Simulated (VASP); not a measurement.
# C (Fd-3m) in VASP: notebook, part 2 of 2

VASP 6.6.1.

## 3. Relaxation of cell and atoms, PBE

This run uses another cell than the first one, of 5.67 Å³/atom, 0.996 times its volume.

Input file INCAR:

```
SYSTEM = C
  PREC = Accurate
  ENCUT = 600
  EDIFF = 1E-6
  ISMEAR = 0
  SIGMA = 0.01
  LREAL = .False.
  LASPH = .True.
  NELM = 60
  ALGO = Normal
  ISIF = 3
  LWAVE = .False.
  LCHARG = .False.
  GGA = PE
  IBRION = 2
  NSW = 80
  EDIFFG = -0.002
```

Input file KPOINTS:

```
Automatic mesh
0
Gamma
  12 12 12
  0 0 0
```

Input file POSCAR:

```
C
1.0
    0.0000000000      1.7833700000      1.7833700000
    1.7833700000      0.0000000000      1.7833700000
    1.7833700000      1.7833700000      0.0000000000
C
2
Direct
    0.0000000000      0.0000000000      0.0000000000
    0.2500000000      0.2500000000      0.2500000000
```

Potentials or basis: VASP PAW PBE potentials, release 64 (C).

Started as:

```console
$ cat potpaw_PBE.64/C/POTCAR > POTCAR
$ mpirun -np 1 vasp_std > vasp.out
```

OUTCAR:

```text
SYSTEM = C
   PREC = Accurate
   ENCUT = 600
   EDIFF = 1E-6
   ISMEAR = 0
   LREAL = .False.
   LASPH = .True.
   NELM = 60
   ISIF = 3
   GGA = PE
   IBRION = 2
   NSW = 80
   EDIFFG = -0.002

 ion  position               nearest neighbor table
   1  0.000  0.000  0.000-   2 1.54   2 1.54   2 1.54   2 1.54
   2  0.250  0.250  0.250-   1 1.54   1 1.54   1 1.54   1 1.54

  LATTYP: Found a face centered cubic cell.
 ALAT       =     3.5667400000

  Lattice vectors:

 A1 = (   0.0000000000,   1.7833700000,   1.7833700000)
 A2 = (   1.7833700000,   0.0000000000,   1.7833700000)
 A3 = (   1.7833700000,   1.7833700000,   0.0000000000)

Analysis of symmetry for initial positions (statically):
[... 5 lines left out ...]
 face centered cubic supercell.

 Subroutine GETGRP returns: Found 48 space group operations
 (whereof 24 operations were pure point group operations)
 out of a pool of 48 trial point group operations.

The static configuration has the point symmetry T_d .
 The point group associated with its full space group is O_h .

Analysis of symmetry for dynamics (positions and initial velocities):
[... 5 lines left out ...]
 face centered cubic supercell.

 Subroutine GETGRP returns: Found 48 space group operations
 (whereof 24 operations were pure point group operations)
 out of a pool of 48 trial point group operations.

The dynamic configuration has the point symmetry T_d .
 The point group associated with its full space group is O_h .

 Subroutine INISYM returns: Found 48 space group operations
 (whereof 24 operations are pure point group operations),
 and found     1 'primitive' translations

----------------------------------------------------------------------------------------

                                     Primitive cell

  volume of cell :      11.3437
[... 112 lines left out ...]
  Thomas-Fermi vector in A             =   2.574032
   LORBIT       =      0    0 simple, 1 ext, 2 COOP (PROOUT), +10 PAW based schemes
   GGA     = PE    functional components
   LHFCALC =     F    Hartree Fock is set to
   AEXX    =    0.0000 exact exchange contribution
   IVDW    =     0    specifies the selected vdW correction
   LEPSILON=     F    determine dielectric tensor
   LRPA    =     F    only Hartree local field effects (RPA)
 conjugate gradient relaxation of ions
 non-spin polarized calculation
 Gauss-broadening in eV      SIGMA  =   0.01
  energy-cutoff  :      600.00
  volume of cell :       11.34
 maximum number of plane-waves:       388
   NGX =  9   NGY =  9   NGZ =  9

--------------------------------------- Ionic step        1  -------------------------------------------

 number of electron       7.9999999 magnetization

 Free energy of the ion-electron system (eV)
  ---------------------------------------------------
  ext. energy  EPLUGINS =         0.00000000
  ---------------------------------------------------
  free energy    TOTEN  =       -18.19009002 eV

  energy without entropy =      -18.19009002  energy(sigma->0) =      -18.19009002

------------------------ aborting loop because EDIFF is reached ----------------------------------------

  FORCE on cell =-STRESS in cart. coord.  units (eV):
  Direction    XX          YY          ZZ          XY          YZ          ZX
  --------------------------------------------------------------------------------------
  -------------------------------------------------------------------------------------
  Total        0.1258829      0.1258829      0.1258829      0.0000000     -0.0000000      0.0000000
  in kB       17.7796402     17.7796402     17.7796402      0.0000000     -0.0000000      0.0000000
  external PRESSURE =      17.7796402 kB  Pullay stress =       0.0000000 kB
[... 59 lines left out ...]
--------------------------------------- Ionic step        3  -------------------------------------------

 number of electron       7.9999999 magnetization

 Free energy of the ion-electron system (eV)
  ---------------------------------------------------
  ext. energy  EPLUGINS =         0.00000000
  ---------------------------------------------------
  free energy    TOTEN  =       -18.19034449 eV

  energy without entropy =      -18.19034449  energy(sigma->0) =      -18.19034449

 E-fermi :   9.7169     XC(G=0): -13.2301

 val. band max:        9.6694071472   @ k =   0.0000   0.0000   0.0000
 cond. band min:      13.8136639097   @ k =   0.3333   0.3333   0.0000
 fundamental gap:      4.1442567625
 Fermi energy:         9.7169416814

 k-point     1 :       0.0000    0.0000    0.0000
  band No.  band energies     occupation
      1     -11.7521      2.00000
      2       9.6694      2.00000
      3       9.6694      2.00000
      4       9.6694      2.00000
      5      15.2484      0.00000
      6      15.2484      0.00000
      7      15.2484      0.00000
      8      22.9072      0.00000
[... 243 lines left out ...]
 k-point    24 :      -0.4167    0.1667    0.0000
  band No.  band energies     occupation
      1      -5.5930      2.00000
      2      -2.8188      2.00000
      3       4.2125      2.00000
      4       6.0958      2.00000
      5      17.1883      0.00000
      6      19.8729      0.00000
      7      20.8212      0.00000
      8      25.0585      0.00000

 [... further k-points ...]
[... 5 lines left out ...]
  --------------------------------------------------------------------------------------
  -------------------------------------------------------------------------------------
  Total       -0.0000068     -0.0000068     -0.0000068     -0.0000000      0.0000000      0.0000000
  in kB       -0.0009554     -0.0009554     -0.0009554     -0.0000000      0.0000000      0.0000000
  external PRESSURE =      -0.0009554 kB  Pullay stress =       0.0000000 kB
[... 17 lines left out ...]
  FREE ENERGIE OF THE ION-ELECTRON SYSTEM (eV)
  ---------------------------------------------------
  free  energy   TOTEN  =       -18.1903444857 eV

  energy  without entropy=      -18.1903444857  energy(sigma->0) =      -18.19034449

 reached required accuracy - stopping structural energy minimisation
```

OSZICAR:

```text
N       E                     dE             d eps       ncg     rms          rms(c)
DAV:   1     0.325004177057E+01    0.32500E+01   -0.55673E+03  1184   0.111E+03
DAV:   2    -0.186768526490E+02   -0.21927E+02   -0.21222E+02  1768   0.123E+02
DAV:   3    -0.188275056834E+02   -0.15065E+00   -0.15065E+00  1288   0.135E+01
[... 15 lines left out ...]
       N       E                     dE             d eps       ncg     rms          rms(c)
DAV:   1    -0.181904567221E+02   -0.49862E-03   -0.77382E-03  1368   0.915E-01    0.796E-02
DAV:   2    -0.181903757840E+02    0.80938E-04   -0.65882E-05  1248   0.802E-02    0.414E-02
DAV:   3    -0.181903444430E+02    0.31341E-04   -0.66812E-05  1272   0.650E-02    0.647E-03
DAV:   4    -0.181903444857E+02   -0.42759E-07   -0.12841E-07   872   0.506E-03
   3 F= -.18190344E+02 E0= -.18190344E+02  d E =-.254468E-03
```

CONTCAR:

```text
C
   1.00000000000000
    -0.0000000000000000    1.7858031311792255    1.7858031311792255
     1.7858031311792255   -0.0000000000000000    1.7858031311792255
     1.7858031311792255    1.7858031311792255    0.0000000000000000
  C
     2
Direct
     0.0000000000000000    0.0000000000000000    0.0000000000000000
     0.2500000000000000    0.2500000000000000    0.2500000000000000

  0.00000000E+00  0.00000000E+00  0.00000000E+00
  0.00000000E+00  0.00000000E+00  0.00000000E+00
```

Wall time 12 s (1 thread of AMD EPYC 7R13 (Zen 3), shared host); peak memory 0.09 GiB.

Results:

| Quantity | Value |
| --- | --- |
| Free energy | -18.1903 eV |
| Relaxed volume | 5.70 Å³/atom |
| Relaxed cell | a = 2.526 Å, b = 2.526 Å, c = 2.526 Å, α = 60.00°, β = 60.00°, γ = 60.00° |
| Space group after relaxing (to 0.05 Å) | Fd-3m (No. 227) |
| Energy gained by relaxing | 0.1 meV/atom |
| Ionic steps | 3 |
| Pressure after relaxing | 0.0 GPa |
| Band gap on the k mesh | 4.14 eV, indirect (least direct gap 5.58 eV) |

The path:
```tsv
step	energy change (eV)	largest force (eV/Å)	pressure (GPa)	volume (Å³)
1	0.0000	0.0000	1.78	11.34
2	0.0001	0.0000	-2.16	11.45
3	-0.0003	0.0000	0.00	11.39
```

Final structure:
```xyz
2
Lattice="0.0000 1.7858 1.7858 1.7858 0.0000 1.7858 1.7858 1.7858 0.0000" Properties=species:S:1:pos:R:3 pbc="T T T"
C     0.0000    0.0000    0.0000
C     0.8929    0.8929    0.8929
```
